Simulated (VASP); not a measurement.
Set up this calculation in VASP 6.6.1, as the native input.

| Property | Result |
| --- | --- |
| Task | single point |
| Functional | PBE |
| Potentials or basis | VASP PAW PBE potentials, release 64 (Ba_sv, F) |
| Cutoff | 600 eV |
| k mesh | 4 × 4 × 4 |
| Occupations | gaussian, width 0.01 eV |
| Spin | no spin polarisation |
| Dipole correction | no |
| Further INCAR settings | ALGO = Normal; EDIFF = 1e-06; NBANDS = 19 |

The structure of BaF2 lies in POSCAR:

```
BaF2
1.0
    0.0000000000      3.1479489295      3.1479489295
    3.1479489295      0.0000000000      3.1479489295
    3.1479489295      3.1479489295      0.0000000000
Ba F
1 2
Direct
    0.0000000000      0.0000000000      0.0000000000
    0.2500000000      0.2500000000      0.2500000000
    0.7500000000      0.7500000000      0.7500000000
```

This cell differs from its parent crystal: volume changed by +5%.

These files were run (other wordings do the same):

INCAR

```
SYSTEM = BaF2
  ALGO = Normal
  EDIFF = 1E-6
  ENCUT = 600
  GGA = PE
  GGA_COMPAT = .FALSE.
  ISIF = 2
  ISMEAR = 0
  LASPH = .TRUE.
  LCHARG = .TRUE.
  LELF = .TRUE.
  LREAL = .FALSE.
  LVHAR = .TRUE.
  LWAVE = .FALSE.
  NBANDS = 19
  NELM = 120
  PREC = Accurate
  SIGMA = 0.01
```

KPOINTS

```
k-points
0
G
  4 4 4
  0 0 0
```

Potentials or basis: VASP PAW PBE potentials, release 64 (Ba_sv, F).

The run is started by

```sh
$ cat potpaw_PBE.64/Ba_sv/POTCAR potpaw_PBE.64/F/POTCAR > POTCAR
$ mpirun -np 1 vasp_std > vasp.out
```

It gave:

* Pressure: -0.4 GPa
* Band gap on the k mesh: 6.57 eV, indirect (least direct gap 6.62 eV)

Caveat: the k points lie up to 0.43 Å⁻¹ apart; spin-orbit coupling is left out, which moves the levels of the heavy elements.

Wall time 23 s on 1 thread of Intel Xeon 8259CL, on a shared host, peak memory 0.2 GiB.
